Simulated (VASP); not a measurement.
# ZnSnN2 (R-3m) in VASP: notebook

The runs below take ZnSnN2 through single point, with LDA, PBEsol, r2SCAN, PBE.

Program: VASP 6.6.1. These are calculated values, not measurements. Logs are shortened: lines on timing, memory, paths and dates and some standing lists are left out, and cuts for length are marked.

### 1 The cell of the first run

The structure is trigonal, space group R-3m (No. 166). Conventional cell: a = 3.138 Å, b = 3.138 Å, c = 15.241 Å, α = 90.00°, β = 90.00°, γ = 120.00°. Zn (site symmetry -3m) has 6 N at 2.23 Å within 3.0 Å. Sn (site symmetry -3m) has 6 N at 2.19 Å within 2.9 Å. Within 2.9 Å of N (site symmetry 3m) lie 3 Sn at 2.19 Å and 3 Zn at 2.23 Å.

### 2 Single point, LDA

Contents of INCAR:

```
SYSTEM = ZnSnN2
ALGO = Normal
EDIFF = 1E-6
ENCUT = 520
GGA = CA
ISIF = 2
ISMEAR = -1
LASPH = .TRUE.
LCHARG = .FALSE.
LREAL = .FALSE.
LWAVE = .FALSE.
NBANDS = 26
NELM = 60
PREC = Accurate
SIGMA = 0.02
```

Contents of KPOINTS:

```
k-points
0
G
  8 8 8
  0 0 0
```

Contents of POSCAR:

```
ZnSnN2
1.0
    1.5689843574      0.9058535410      5.0804236123
   -1.5689843574      0.9058535410      5.0804236123
    0.0000000000     -1.8117070823      5.0804236122
Zn Sn N
1 1 2
Direct
    1.0000000000      0.0000000000      0.0000000000
    0.5000000000      0.5000000000      0.5000000000
    0.2476370766      0.2476370766      0.2476370766
    0.7523629234      0.7523629234      0.7523629234
```

Potentials or basis: VASP PAW LDA potentials, release 64 (Zn, Sn_d, N).

Command:

```console
cat potpaw_LDA.64/Zn/POTCAR potpaw_LDA.64/Sn_d/POTCAR potpaw_LDA.64/N/POTCAR > POTCAR
mpirun -np 1 vasp_std > vasp.out
```

OUTCAR:

```text
SYSTEM = ZnSnN2
   EDIFF = 1E-6
   ENCUT = 520
   GGA = CA
   ISIF = 2
   ISMEAR = -1
   LASPH = .TRUE.
   LREAL = .FALSE.
   NELM = 60
   PREC = Accurate

 ion  position               nearest neighbor table
   1  0.000  0.000  0.000-   4 2.23   3 2.23   4 2.23   4 2.23   3 2.23   3 2.23   2 3.12   2 3.12
                             2 3.12   2 3.12   2 3.12   2 3.12
   2  0.500  0.500  0.500-   3 2.19   4 2.19   3 2.19   3 2.19   4 2.19   4 2.19   1 3.12   1 3.12
                             1 3.12   1 3.12   1 3.12   1 3.12
   3  0.248  0.248  0.248-   2 2.19   2 2.19   2 2.19   1 2.23   1 2.23   1 2.23
   4  0.752  0.752  0.752-   2 2.19   2 2.19   2 2.19   1 2.23   1 2.23   1 2.23

  LATTYP: Found a trigonal (rhomboedric) cell.
 ALAT       =     5.3937914895
 COS(alpha) =     0.8307693916

  Lattice vectors:

 A1 = (   1.5689843574,   0.9058535410,   5.0804236123)
 A2 = (  -1.5689843574,   0.9058535410,   5.0804236123)
 A3 = (   0.0000000000,  -1.8117070823,   5.0804236122)

Analysis of symmetry for initial positions (statically):
=====================================================================
 Subroutine PRICEL returns:
 Original cell was already a primitive cell.

 Routine SETGRP: Setting up the symmetry group for a
 trigonal (rhombohedral) supercell.

 Subroutine GETGRP returns: Found 12 space group operations
 (whereof 12 operations were pure point group operations)
 out of a pool of 12 trial point group operations.

The static configuration has the point symmetry D_3d.

Analysis of symmetry for dynamics (positions and initial velocities):
=====================================================================
 Subroutine PRICEL returns:
 Original cell was already a primitive cell.

 Routine SETGRP: Setting up the symmetry group for a
 trigonal (rhombohedral) supercell.

 Subroutine GETGRP returns: Found 12 space group operations
 (whereof 12 operations were pure point group operations)
 out of a pool of 12 trial point group operations.

The dynamic configuration has the point symmetry D_3d.

 Subroutine INISYM returns: Found 12 space group operations
 (whereof 12 operations are pure point group operations),
 and found     1 'primitive' translations

----------------------------------------------------------------------------------------

                                     Primitive cell

  volume of cell :      43.3239
[... 85 lines left out ...]
   ISTART =      0    job   : 0-new  1-cont  2-samecut
   ICHARG =      2    charge: 1-file 2-atom 10-const
   ISPIN  =      1    spin polarized calculation?
   LNONCOLLINEAR =      F non collinear calculations
   LSORBIT =      F    spin-orbit coupling
   LASPH  =      T    aspherical Exc in radial PAW
   ENCUT  =  520.0 eV  38.22 Ry    6.18 a.u.  10.03 10.03 10.03*2*pi/ulx,y,z
   NELM   =     60;   NELMIN=  2; NELMDL= -5     # of ELM steps
   EDIFF  = 0.1E-05   stopping-criterion for ELM
   LREAL  =      F    real-space projection
   EDIFFG = 0.1E-04   stopping-criterion for IOM
   NSW    =      0    number of steps for IOM
   IBRION =     -1    ionic relax: 0-MD 1-quasi-New 2-CG
   NFREE  =      0    steps in history (QN), initial steepest desc. (CG)
   ISIF   =      2    stress and relaxation
   ISYM   =      2    0-nonsym 1-usesym 2-fastsym
   POTIM  = 0.5000    time-step for ionic-motion
   TEBEG  =    0.0;   TEEND  =   0.0 temperature during run
   PSTRESS=    0.0 pullay stress
   NELECT =      36.0000    total number of electrons
   NUPDOWN=      -1.0000    fix difference up-down
   EMIN   =  10.00;   EMAX   =-10.00  energy-range for DOS
   EFERMI =   0.00;   METHOD = LEGACY
   ISMEAR =    -1;   SIGMA  =   0.02  broadening in eV -4-tet -1-fermi 0-gaus
   EFERMI_NEDOS =   21; number of points for ismear=-14 and -15
   IALGO  =     38    algorithm
   IMIX   =      4    mixing-type and parameters
     AMIX     =   0.40;   BMIX     =  1.00
     AMIX_MAG =   1.60;   BMIX_MAG =  1.00
  volume/ion in A,a.u.               =      10.83        73.09
  Fermi-wavevector in a.u.,A,eV,Ry     =   1.539098  2.908474 32.229808  2.368824
  Thomas-Fermi vector in A             =   2.645374
   LORBIT       =      0    0 simple, 1 ext, 2 COOP (PROOUT), +10 PAW based schemes
   GGA     = CA    functional components
   LHFCALC =     F    Hartree Fock is set to
   AEXX    =    0.0000 exact exchange contribution
   IVDW    =     0    specifies the selected vdW correction
   LEPSILON=     F    determine dielectric tensor
   LRPA    =     F    only Hartree local field effects (RPA)
 non-spin polarized calculation
  energy-cutoff  :      520.00
  volume of cell :       43.32
 maximum number of plane-waves:      1182
   NGX = 21   NGY = 21   NGZ = 21

 number of electron      36.0000004 magnetization

 Free energy of the ion-electron system (eV)
  ---------------------------------------------------
  ext. energy  EPLUGINS =         0.00000000
  ---------------------------------------------------
  free energy    TOTEN  =       -23.89217162 eV

  energy without entropy =      -23.89217162  energy(sigma->0) =      -23.89217162

 E-fermi :   8.1905     XC(G=0): -12.8866

 val. band max:        7.8138513176   @ k =  -0.1250   0.2500   0.1250
 cond. band min:       8.5391042618   @ k =   0.5000   0.5000   0.0000
 fundamental gap:      0.7252529442
 Fermi energy:         8.1905182352

 k-point     1 :       0.0000    0.0000    0.0000
  band No.  band energies     occupation
      1     -13.2026      2.00000
      2     -13.2026      2.00000
      3     -13.1958      2.00000
      4     -12.9836      2.00000
      5     -12.9836      2.00000
      6      -9.0310      2.00000
[... 685 lines left out ...]
     25      17.4196      0.00000
     26      20.2520      0.00000

 [... further k-points ...]
[... 5 lines left out ...]
  --------------------------------------------------------------------------------------
  -------------------------------------------------------------------------------------
  Total        0.2296370      0.2296370      0.2293710      0.0000000      0.0000000      0.0000000
  in kB        8.4922878      8.4922878      8.4824510      0.0000000      0.0000000      0.0000000
  external PRESSURE =       8.4890089 kB  Pullay stress =       0.0000000 kB

 VOLUME and BASIS-vectors are now :
 -----------------------------------------------------------------------------
  energy-cutoff  :      520.00
  volume of cell :       43.32
      direct lattice vectors                 reciprocal lattice vectors
     1.568984357  0.905853541  5.080423612     0.318677492  0.183988536  0.065611327
    -1.568984357  0.905853541  5.080423612    -0.318677492  0.183988536  0.065611327
     0.000000000 -1.811707082  5.080423612     0.000000000 -0.367977072  0.065611327

 POSITION                                       TOTAL-FORCE (eV/Angst)
 -----------------------------------------------------------------------------------
      0.00000      0.00000      0.00000        -0.000000      0.000000      0.000000
      0.00000     -0.00000      7.62064         0.000000      0.000000     -0.000000
      0.00000     -0.00000      3.77430        -0.000000      0.000000     -0.002114
      0.00000     -0.00000     11.46697        -0.000000     -0.000000      0.002114
 -----------------------------------------------------------------------------------
    total drift:                               -0.000000      0.000000     -0.000000

  FREE ENERGIE OF THE ION-ELECTRON SYSTEM (eV)
  ---------------------------------------------------
  free  energy   TOTEN  =       -23.8921716189 eV

  energy  without entropy=      -23.8921716186  energy(sigma->0) =      -23.89217162
```

It took 100 s on 1 thread of Intel Xeon 6975P-C (Granite Rapids), shared host; peak memory 0.24 GiB.

Results:

```
Free energy            : -23.8922 eV
Pressure               : 0.8 GPa
Band gap on the k mesh : 0.73 eV, indirect (least direct gap 0.76 eV)
```

Forces on the atoms (eV/Å):
```
Zn   0.000  0.000  0.000
Sn   0.000  0.000  0.000
N    0.000  0.000 -0.002
N    0.000  0.000  0.002
```

Caveat: spin-orbit coupling is left out, which moves the levels of the heavy elements.

### 3 Single point, PBEsol

This run uses another cell than the first one, of 11.14 Å³/atom, 1.028 times its volume.

Contents of INCAR:

```
SYSTEM = ZnSnN2
  PREC = Accurate
  ENCUT = 520
  EDIFF = 1E-6
  ISMEAR = -1
  SIGMA = 0.02
  LREAL = .FALSE.
  LASPH = .TRUE.
  NELM = 80
  ALGO = Normal
  ISIF = 2
  LWAVE = .FALSE.
  LCHARG = .TRUE.
  GGA = PS
  LELF = .TRUE.
  LVHAR = .TRUE.
  NBANDS = 26
```

Contents of KPOINTS:

```
Automatic mesh
0
G
  8 8 8
  0 0 0
```

Contents of POSCAR:

```
ZnSnN2
1.0
    1.5824151896      0.9136078356      5.1357143319
   -1.5824151896      0.9136078356      5.1357143319
    0.0000000000     -1.8272156715      5.1357143319
Zn Sn N
1 1 2
Direct
    1.0000000000      0.0000000000      0.0000000000
    0.5000000000      0.5000000000      0.5000000000
    0.2472549057      0.2472549057      0.2472549057
    0.7527450943      0.7527450943      0.7527450943
```

Potentials or basis: VASP PAW PBE potentials, release 64 (Zn, Sn_d, N).

Command:

```console
cat potpaw_PBE.64/Zn/POTCAR potpaw_PBE.64/Sn_d/POTCAR potpaw_PBE.64/N/POTCAR > POTCAR
mpirun -np 1 vasp_std > vasp.out
```

OUTCAR:

```text
SYSTEM = ZnSnN2
   PREC = Accurate
   ENCUT = 520
   EDIFF = 1E-6
   ISMEAR = -1
   LREAL = .FALSE.
   LASPH = .TRUE.
   NELM = 80
   ISIF = 2
   GGA = PS

 ion  position               nearest neighbor table
   1  0.000  0.000  0.000-   4 2.26   4 2.26   3 2.26   3 2.26   4 2.26   3 2.26   2 3.15   2 3.15
                             2 3.15   2 3.15   2 3.15   2 3.15
   2  0.500  0.500  0.500-   3 2.21   3 2.21   4 2.21   4 2.21   3 2.21   4 2.21   1 3.15   1 3.15
                             1 3.15   1 3.15   1 3.15   1 3.15
[... 894 lines left out ...]
 [... further k-points ...]
[... 5 lines left out ...]
  --------------------------------------------------------------------------------------
  -------------------------------------------------------------------------------------
  Total        0.1369294      0.1369294      0.1420254      0.0000000     -0.0000000      0.0000000
  in kB        4.9246434      4.9246434      5.1079205      0.0000000     -0.0000000      0.0000000
  external PRESSURE =       4.9857358 kB  Pullay stress =       0.0000000 kB

 VOLUME and BASIS-vectors are now :
 -----------------------------------------------------------------------------
  energy-cutoff  :      520.00
  volume of cell :       44.55
      direct lattice vectors                 reciprocal lattice vectors
     1.582415190  0.913607836  5.135714332     0.315972700  0.182426923  0.064904960
    -1.582415190  0.913607836  5.135714332    -0.315972700  0.182426923  0.064904960
     0.000000000 -1.827215672  5.135714332     0.000000000 -0.364853847  0.064904960

 POSITION                                       TOTAL-FORCE (eV/Angst)
 -----------------------------------------------------------------------------------
      0.00000      0.00000      0.00000         0.000000      0.000000      0.000000
      0.00000     -0.00000      7.70357         0.000000     -0.000000      0.000000
      0.00000     -0.00000      3.80949         0.000000      0.000000     -0.006645
      0.00000     -0.00000     11.59765         0.000000     -0.000000      0.006645
 -----------------------------------------------------------------------------------
    total drift:                                0.000000      0.000000     -0.000000

  FREE ENERGIE OF THE ION-ELECTRON SYSTEM (eV)
  ---------------------------------------------------
  free  energy   TOTEN  =       -22.3003116496 eV

  energy  without entropy=      -22.3003116490  energy(sigma->0) =      -22.30031165
```

OSZICAR:

```text
N       E                     dE             d eps       ncg     rms          rms(c)
DAV:   1     0.302017783389E+03    0.30202E+03   -0.18257E+04  3502   0.226E+03
DAV:   2     0.120852711004E+02   -0.28993E+03   -0.27634E+03  3478   0.468E+02
DAV:   3    -0.244076723207E+02   -0.36493E+02   -0.35850E+02  3872   0.152E+02
DAV:   4    -0.256193935720E+02   -0.12117E+01   -0.12049E+01  3950   0.289E+01
DAV:   5    -0.256379212339E+02   -0.18528E-01   -0.18521E-01  3972   0.381E+00    0.113E+01
DAV:   6    -0.222295146075E+02    0.34084E+01   -0.67400E+00  5498   0.682E+01    0.646E+00
DAV:   7    -0.223534469167E+02   -0.12393E+00   -0.22514E+00  3496   0.119E+01    0.369E+00
DAV:   8    -0.223169510047E+02    0.36496E-01   -0.20905E-01  4478   0.385E+00    0.111E+00
DAV:   9    -0.223005650578E+02    0.16386E-01   -0.31976E-02  5010   0.211E+00    0.281E-01
DAV:  10    -0.223002660578E+02    0.29900E-03   -0.66060E-03  4080   0.616E-01    0.142E-01
DAV:  11    -0.223003341723E+02   -0.68115E-04   -0.56062E-04  3816   0.226E-01    0.313E-02
DAV:  12    -0.223003136039E+02    0.20568E-04   -0.12097E-04  5036   0.150E-01    0.169E-02
DAV:  13    -0.223003131049E+02    0.49898E-06   -0.13422E-05  3558   0.327E-02    0.118E-02
DAV:  14    -0.223003115398E+02    0.15651E-05   -0.55863E-06  4198   0.236E-02    0.148E-03
DAV:  15    -0.223003116496E+02   -0.10987E-06   -0.82045E-07  1862   0.721E-03
   1 F= -.22300312E+02 E0= -.22300312E+02  d E =-.611017E-09
```

Run time: 2.3 min. Hardware: 1 thread of Intel Xeon 6975P-C (Granite Rapids), shared host; peak memory 0.29 GiB.

What came out:

| Property | Result |
| --- | --- |
| Free energy | -22.3003 eV |
| Pressure | 0.5 GPa |
| Largest force | 0.007 eV/Å |
| Band gap on the k mesh | 0.69 eV, indirect (least direct gap 0.73 eV) |

Forces on the atoms (eV/Å):
```
Zn   0.000  0.000  0.000
Sn   0.000  0.000  0.000
N    0.000  0.000 -0.007
N    0.000  0.000  0.007
```

Levels at points of the mesh, in eV from the valence-band top:
| k point | band 16 | band 17 | band 18 | band 19 | band 20 | band 21 |
| --- | --- | --- | --- | --- | --- | --- |
| (0.00, 0.00, 0.00) | -0.81 | -0.16 | -0.16 | 0.74 | 3.35 | 8.20 |
| (0.50, 0.00, 0.00) | -2.62 | -2.10 | -1.39 | 3.01 | 4.17 | 6.91 |
| (0.50, 0.50, 0.00) | -2.89 | -0.09 | -0.04 | 0.69 | 3.56 | 7.54 |
| (0.50, 0.50, 0.50) | -0.62 | -0.59 | -0.59 | 3.15 | 3.76 | 7.84 |

Caveat: the PAW data sets were made with another functional, which shifts forces and pressure a little; spin-orbit coupling is left out, which moves the levels of the heavy elements. PBEsol gaps usually lie below the measured ones, often by a third to a half.

### 4 Single point, r2SCAN

This run uses another cell than the first one, of 11.19 Å³/atom, 1.033 times its volume.

Contents of POSCAR:

```
ZnSnN2
1.0
    1.5836871949      0.9143422282      5.1498172099
   -1.5836871949      0.9143422282      5.1498172099
    0.0000000000     -1.8286844567      5.1498172098
Zn Sn N
1 1 2
Direct
    1.0000000000      0.0000000000      0.0000000000
    0.5000000000      0.5000000000      0.5000000000
    0.2464698245      0.2464698245      0.2464698245
    0.7535301755      0.7535301755      0.7535301755
```

Contents of INCAR.step1:

```
SYSTEM = ZnSnN2
PREC = Accurate
ENCUT = 520
ISMEAR = -1
SIGMA = 0.02
LREAL = .FALSE.
LASPH = .TRUE.
NELM = 60
NBANDS = 26
GGA = PE
ALGO = Normal
EDIFF = 1E-4
LWAVE = .TRUE.
LCHARG = .FALSE.
```

Contents of INCAR.step2:

```
SYSTEM = ZnSnN2
PREC = Accurate
ENCUT = 520
EDIFF = 1E-7
ISMEAR = -1
SIGMA = 0.02
LREAL = .FALSE.
LASPH = .TRUE.
NELM = 60
ALGO = Normal
ISIF = 2
LWAVE = .FALSE.
LCHARG = .FALSE.
METAGGA = R2SCAN
LMIXTAU = .TRUE.
NBANDS = 26
ISTART = 1
```

KPOINTS is that of step 3.

Command:

```console
cat potpaw_PBE.64/Zn/POTCAR potpaw_PBE.64/Sn_d/POTCAR potpaw_PBE.64/N/POTCAR > POTCAR
cp INCAR.step1 INCAR
mpirun -np 1 vasp_std > vasp.out
cp INCAR.step2 INCAR
mpirun -np 1 vasp_std > vasp.out
```

Wall time 7.9 min (1 thread of Intel Xeon 6975P-C (Granite Rapids), shared host); peak memory 0.32 GiB.

The run converged. Its results:

| Item | Value |
| --- | --- |
| Free energy | -51.3545 eV |
| Pressure | 0.8 GPa |
| Largest force | 0.012 eV/Å |
| Band gap on the k mesh | 1.24 eV, indirect (least direct gap 1.32 eV) |

Forces in eV/Å, atoms in the order of the input:
```
Zn   0.000  0.000  0.000
Sn   0.000  0.000  0.000
N    0.000  0.000  0.012
N    0.000  0.000 -0.012
```

Stress tensor (GPa, compression positive):
```
0.88 0.00 0.00
0.00 0.88 0.00
0.00 0.00 0.77
```

Levels at points of the mesh, in eV from the valence-band top:
| k point | band 16 | band 17 | band 18 | band 19 | band 20 | band 21 |
| --- | --- | --- | --- | --- | --- | --- |
| (0.00, 0.00, 0.00) | -0.81 | -0.17 | -0.17 | 1.24 | 4.09 | 9.01 |
| (0.50, 0.00, 0.00) | -2.64 | -2.16 | -1.34 | 3.67 | 4.84 | 7.70 |
| (0.50, 0.50, 0.00) | -2.89 | -0.10 | -0.02 | 1.30 | 4.30 | 8.23 |
| (0.50, 0.50, 0.50) | -0.64 | -0.58 | -0.58 | 3.71 | 4.40 | 8.49 |

Caveat: the PAW data sets were made with another functional, which shifts forces and pressure a little; spin-orbit coupling is left out, which moves the levels of the heavy elements. A k mesh can miss the band edges.

(Part 1 of 2 ends here.)
